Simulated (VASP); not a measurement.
# ScW (Pm-3m) in VASP: a series of runs

The runs below take ScW through single point, with PBE.

All numbers are computed with VASP 6.6.1; they aren't measurements. Logs are shortened: lines on timing, memory, paths and dates and some standing lists are left out, and cuts for length are marked.

## Step 1: The cell of the first run

The structure is cubic, space group Pm-3m (No. 221). Conventional cell: a = 3.332 Å, b = 3.332 Å, c = 3.332 Å, α = 90.00°, β = 90.00°, γ = 90.00°. Sc (site symmetry m-3m) has 8 W at 2.89 Å and 6 Sc at 3.33 Å within 3.8 Å. Within 3.8 Å of W (site symmetry m-3m) lie 8 Sc at 2.89 Å and 6 W at 3.33 Å.

The cell was generated, and may not be a known phase.

## Step 2: Single point, PBE

Contents of INCAR:

```
SYSTEM = ScW
PREC     = Accurate       ! precision mode
ENCUT    = 500            ! plane-wave cutoff, eV
EDIFF    = 1E-6           ! SCF threshold, eV
ISMEAR   = 0              ! smearing method
SIGMA    = 0.2            ! smearing width, eV
LREAL    = .False.        ! projectors in reciprocal space
LASPH    = .True.         ! aspherical terms in the spheres
NELM     = 120            ! most SCF steps
ALGO     = Normal         ! electronic algorithm
ISIF     = 2              ! what is computed and relaxed
LWAVE    = .False.        ! write WAVECAR
LCHARG   = .False.        ! write CHGCAR
GGA      = PE             ! functional
NBANDS   = 20             ! bands
GGA_COMPAT= .False.
```

Contents of KPOINTS:

```
Automatic mesh
0
Gamma
  6 6 6
  0 0 0
```

Contents of POSCAR:

```
ScW
1.0
    3.3318293421      0.0000000000      0.0000000000
    0.0000000000      3.3318293421      0.0000000000
    0.0000000000      0.0000000000      3.3318293421
Sc W
1 1
Direct
    0.0000000000      0.0000000000      0.0000000000
    0.5000000000      0.5000000000      0.5000000000
```

Potentials or basis: VASP PAW PBE potentials, release 64 (Sc_sv, W_sv).

Run with:

```sh
$ cat potpaw_PBE.64/Sc_sv/POTCAR potpaw_PBE.64/W_sv/POTCAR > POTCAR
$ mpirun -np 1 vasp_std > vasp.out
```

OUTCAR:

```text
SYSTEM = ScW
   PREC = Accurate
   ENCUT = 500
   EDIFF = 1E-6
   ISMEAR = 0
   LREAL = .False.
   LASPH = .True.
   NELM = 120
   ISIF = 2
   GGA = PE

 ion  position               nearest neighbor table
   1  0.000  0.000  0.000-   2 2.89   2 2.89   2 2.89   2 2.89   2 2.89   2 2.89   2 2.89   2 2.89

   2  0.500  0.500  0.500-   1 2.89   1 2.89   1 2.89   1 2.89   1 2.89   1 2.89   1 2.89   1 2.89

  LATTYP: Found a simple cubic cell.
 ALAT       =     3.3318293421

  Lattice vectors:

 A1 = (   3.3318293421,   0.0000000000,   0.0000000000)
 A2 = (   0.0000000000,   3.3318293421,   0.0000000000)
 A3 = (   0.0000000000,   0.0000000000,   3.3318293421)

Analysis of symmetry for initial positions (statically):
=====================================================================
 Subroutine PRICEL returns:
 Original cell was already a primitive cell.

 Routine SETGRP: Setting up the symmetry group for a
 simple cubic supercell.

 Subroutine GETGRP returns: Found 48 space group operations
 (whereof 48 operations were pure point group operations)
 out of a pool of 48 trial point group operations.

The static configuration has the point symmetry O_h .

Analysis of symmetry for dynamics (positions and initial velocities):
=====================================================================
 Subroutine PRICEL returns:
 Original cell was already a primitive cell.

 Routine SETGRP: Setting up the symmetry group for a
 simple cubic supercell.

 Subroutine GETGRP returns: Found 48 space group operations
 (whereof 48 operations were pure point group operations)
 out of a pool of 48 trial point group operations.

The dynamic configuration has the point symmetry O_h .

 Subroutine INISYM returns: Found 48 space group operations
 (whereof 48 operations are pure point group operations),
 and found     1 'primitive' translations

----------------------------------------------------------------------------------------

                                     Primitive cell

  volume of cell :      36.9869

  direct lattice vectors                    reciprocal lattice vectors
     3.331829342  0.000000000  0.000000000     0.300135420  0.000000000  0.000000000
     0.000000000  3.331829342  0.000000000     0.000000000  0.300135420  0.000000000
     0.000000000  0.000000000  3.331829342     0.000000000  0.000000000  0.300135420

  length of vectors
     3.331829342  3.331829342  3.331829342     0.300135420  0.300135420  0.300135420

  position of ions in fractional coordinates (direct lattice)
     0.000000000  0.000000000  0.000000000
     0.500000000  0.500000000  0.500000000

  ion indices of the primitive-cell ions
   primitive index   ion index
                 1           1
                 2           2

----------------------------------------------------------------------------------------

 KPOINTS: Automatic mesh

Automatic generation of k-mesh.
 Grid dimensions read from file:
 generate k-points for:    6    6    6

 Generating k-lattice:

  Cartesian coordinates                     Fractional coordinates (reciprocal lattice)
     0.050022570  0.000000000  0.000000000     0.166666667  0.000000000  0.000000000
     0.000000000  0.050022570  0.000000000     0.000000000  0.166666667  0.000000000
     0.000000000  0.000000000  0.050022570     0.000000000  0.000000000  0.166666667

  Length of vectors
     0.050022570  0.050022570  0.050022570

  Shift w.r.t. Gamma in fractional coordinates (k-lattice)
     0.000000000  0.000000000  0.000000000

 Subroutine IBZKPT returns following result:
 ===========================================

 Found     20 irreducible k-points:

 Following reciprocal coordinates:
            Coordinates               Weight
  0.000000  0.000000  0.000000      1.000000
  0.166667  0.000000  0.000000      6.000000
  0.333333  0.000000  0.000000      6.000000
  0.500000  0.000000  0.000000      3.000000
  0.166667  0.166667  0.000000     12.000000
  0.333333  0.166667  0.000000     24.000000
[... 12 lines left out ...]
  0.500000  0.500000  0.333333      6.000000
  0.500000  0.500000  0.500000      1.000000
   k-points           NKPTS =     20   k-points in BZ     NKDIM =     20   number of bands    NBANDS=     20
   number of dos      NEDOS =    301   number of ions     NIONS =      2
   total plane-waves  NPLWV =  13824
   dimension x,y,z NGX =    24 NGY =   24 NGZ =   24
   dimension x,y,z NGXF=    48 NGYF=   48 NGZF=   48
   ions per type =               1   1
   NGX,Y,Z   is equivalent  to a cutoff of  11.98, 11.98, 11.98 a.u.
   NGXF,Y,Z  is equivalent  to a cutoff of  23.95, 23.95, 23.95 a.u.
 SYSTEM =  ScW
   PREC   = accura    normal or accurate (medium, high low for compatibility)
   ISTART =      0    job   : 0-new  1-cont  2-samecut
   ICHARG =      2    charge: 1-file 2-atom 10-const
   ISPIN  =      1    spin polarized calculation?
   LNONCOLLINEAR =      F non collinear calculations
   LSORBIT =      F    spin-orbit coupling
   LASPH  =      T    aspherical Exc in radial PAW
   ENCUT  =  500.0 eV  36.75 Ry    6.06 a.u.   6.07  6.07  6.07*2*pi/ulx,y,z
   NELM   =    120;   NELMIN=  2; NELMDL= -5     # of ELM steps
   EDIFF  = 0.1E-05   stopping-criterion for ELM
   LREAL  =      F    real-space projection
   EDIFFG = 0.1E-04   stopping-criterion for IOM
   NSW    =      0    number of steps for IOM
   IBRION =     -1    ionic relax: 0-MD 1-quasi-New 2-CG
   NFREE  =      0    steps in history (QN), initial steepest desc. (CG)
   ISIF   =      2    stress and relaxation
   ISYM   =      2    0-nonsym 1-usesym 2-fastsym
   POTIM  = 0.5000    time-step for ionic-motion
   TEBEG  =    0.0;   TEEND  =   0.0 temperature during run
   PSTRESS=    0.0 pullay stress
   NELECT =      25.0000    total number of electrons
   NUPDOWN=      -1.0000    fix difference up-down
   EMIN   =  10.00;   EMAX   =-10.00  energy-range for DOS
   EFERMI =   0.00;   METHOD = LEGACY
   ISMEAR =     0;   SIGMA  =   0.20  broadening in eV -4-tet -1-fermi 0-gaus
   EFERMI_NEDOS =   21; number of points for ismear=-14 and -15
   IALGO  =     38    algorithm
   IMIX   =      4    mixing-type and parameters
     AMIX     =   0.40;   BMIX     =  1.00
     AMIX_MAG =   1.60;   BMIX_MAG =  1.00
  volume/ion in A,a.u.               =      18.49       124.80
  Fermi-wavevector in a.u.,A,eV,Ry     =   1.436720  2.715007 28.084654  2.064164
  Thomas-Fermi vector in A             =   2.555877
   LORBIT       =      0    0 simple, 1 ext, 2 COOP (PROOUT), +10 PAW based schemes
   GGA     = PE    functional components
   LHFCALC =     F    Hartree Fock is set to
   AEXX    =    0.0000 exact exchange contribution
   IVDW    =     0    specifies the selected vdW correction
   LEPSILON=     F    determine dielectric tensor
   LRPA    =     F    only Hartree local field effects (RPA)
 non-spin polarized calculation
 Gauss-broadening in eV      SIGMA  =   0.20
  energy-cutoff  :      500.00
  volume of cell :       36.99
 maximum number of plane-waves:       968
   NGX = 13   NGY = 13   NGZ = 13

 number of electron      25.0000000 magnetization

 Free energy of the ion-electron system (eV)
  ---------------------------------------------------
  ext. energy  EPLUGINS =         0.00000000
  ---------------------------------------------------
  free energy    TOTEN  =       -17.99590549 eV

  energy without entropy =      -17.90687485  energy(sigma->0) =      -17.95139017

 E-fermi :   6.8384     XC(G=0): -11.9392

 val. band max:        6.8304795264   @ k =   0.3333   0.3333   0.0000
 cond. band min:       6.8562668157   @ k =   0.5000   0.1667   0.0000
 fundamental gap:      0.0257872892
 Fermi energy:         6.8383625502

 k-point     1 :       0.0000    0.0000    0.0000
  band No.  band energies     occupation
      1     -66.5402      2.00000
      2     -41.2849      2.00000
      3     -30.6841      2.00000
      4     -30.6841      2.00000
      5     -30.6841      2.00000
      6     -19.8800      2.00000
[... 12 lines left out ...]
     19      12.4545      0.00000
     20      15.2363      0.00000

 k-point     2 :       0.1667    0.0000    0.0000
  band No.  band energies     occupation
      1     -66.5392      2.00000
      2     -41.2815      2.00000
      3     -30.7132      2.00000
      4     -30.6805      2.00000
      5     -30.6805      2.00000
      6     -19.9381      2.00000
[... 12 lines left out ...]
     19      12.1139      0.00000
     20      13.8207      0.00000

 k-point     3 :       0.3333    0.0000    0.0000
  band No.  band energies     occupation
      1     -66.5371      2.00000
      2     -41.2746      2.00000
      3     -30.7709      2.00000
      4     -30.6732      2.00000
      5     -30.6732      2.00000
      6     -20.0522      2.00000
[... 12 lines left out ...]
     19      11.3264      0.00000
     20      12.2192      0.00000

 k-point     4 :       0.5000    0.0000    0.0000
  band No.  band energies     occupation
      1     -66.5360      2.00000
      2     -41.2711      2.00000
      3     -30.7994      2.00000
      4     -30.6695      2.00000
      5     -30.6695      2.00000
      6     -20.1083      2.00000
[... 12 lines left out ...]
     19      10.8068      0.00000
     20      12.1778      0.00000

 k-point     5 :       0.1667    0.1667    0.0000
  band No.  band energies     occupation
      1     -66.5382      2.00000
      2     -41.2777      2.00000
      3     -30.7142      2.00000
      4     -30.7074      2.00000
      5     -30.6770      2.00000
      6     -19.9458      2.00000
[... 12 lines left out ...]
     19      12.5759      0.00000
     20      14.7265      0.00000
[... 261 lines left out ...]
      6     -20.0121      2.00000
[... 12 lines left out ...]
     19      13.6125      0.00000
     20      15.3815      0.00000

 k-point    18 :       0.5000    0.3333    0.3333
  band No.  band energies     occupation
      1     -66.5301      2.00000
      2     -41.2425      2.00000
      3     -30.7919      2.00000
      4     -30.7586      2.00000
      5     -30.7549      2.00000
      6     -20.0562      2.00000
[... 12 lines left out ...]
     19      14.5018      0.00000
     20      14.9008      0.00000

 k-point    19 :       0.5000    0.5000    0.3333
  band No.  band energies     occupation
      1     -66.5290      2.00000
      2     -41.2380      2.00000
      3     -30.7884      2.00000
      4     -30.7884      2.00000
      5     -30.7522      2.00000
      6     -20.0553      2.00000
[... 12 lines left out ...]
     19      14.0143      0.00000
     20      15.5874      0.00000

 k-point    20 :       0.5000    0.5000    0.5000
  band No.  band energies     occupation
      1     -66.5281      2.00000
      2     -41.2337      2.00000
      3     -30.7832      2.00000
      4     -30.7832      2.00000
      5     -30.7832      2.00000
      6     -20.0595      2.00000
[... 12 lines left out ...]
     19      13.0430      0.00000
     20      16.6947      0.00000

------------------------ aborting loop because EDIFF is reached ----------------------------------------

  FORCE on cell =-STRESS in cart. coord.  units (eV):
  Direction    XX          YY          ZZ          XY          YZ          ZX
  --------------------------------------------------------------------------------------
  -------------------------------------------------------------------------------------
  Total        0.0329852      0.0329852      0.0329852      0.0000000     -0.0000000     -0.0000000
  in kB        1.4288312      1.4288312      1.4288312      0.0000000     -0.0000000     -0.0000000
  external PRESSURE =       1.4288312 kB  Pullay stress =       0.0000000 kB

 VOLUME and BASIS-vectors are now :
 -----------------------------------------------------------------------------
  energy-cutoff  :      500.00
  volume of cell :       36.99
      direct lattice vectors                 reciprocal lattice vectors
     3.331829342  0.000000000  0.000000000     0.300135420  0.000000000  0.000000000
     0.000000000  3.331829342  0.000000000     0.000000000  0.300135420  0.000000000
     0.000000000  0.000000000  3.331829342     0.000000000  0.000000000  0.300135420

 POSITION                                       TOTAL-FORCE (eV/Angst)
 -----------------------------------------------------------------------------------
      0.00000      0.00000      0.00000         0.000000      0.000000      0.000000
      1.66591      1.66591      1.66591         0.000000      0.000000      0.000000
 -----------------------------------------------------------------------------------
    total drift:                                0.000000      0.000000     -0.000000

  FREE ENERGIE OF THE ION-ELECTRON SYSTEM (eV)
  ---------------------------------------------------
  free  energy   TOTEN  =       -17.9959054941 eV

  energy  without entropy=      -17.9068748533  energy(sigma->0) =      -17.95139017
```

Wall time 9.5 s (1 thread of Intel Xeon 8259CL, shared host); peak memory 0.15 GiB.

Results:

```
Free energy            : -17.9959 eV
Pressure               : 0.1 GPa
Band gap on the k mesh : zero (an odd number of electrons rules out a gap without spin polarisation)
```

Caveat: spin-orbit coupling is left out, which moves the levels of the heavy elements.

(Continued in part 2 of 2.)

The gap in the log of VASP goes by the Fermi energy; the results here count the filled bands.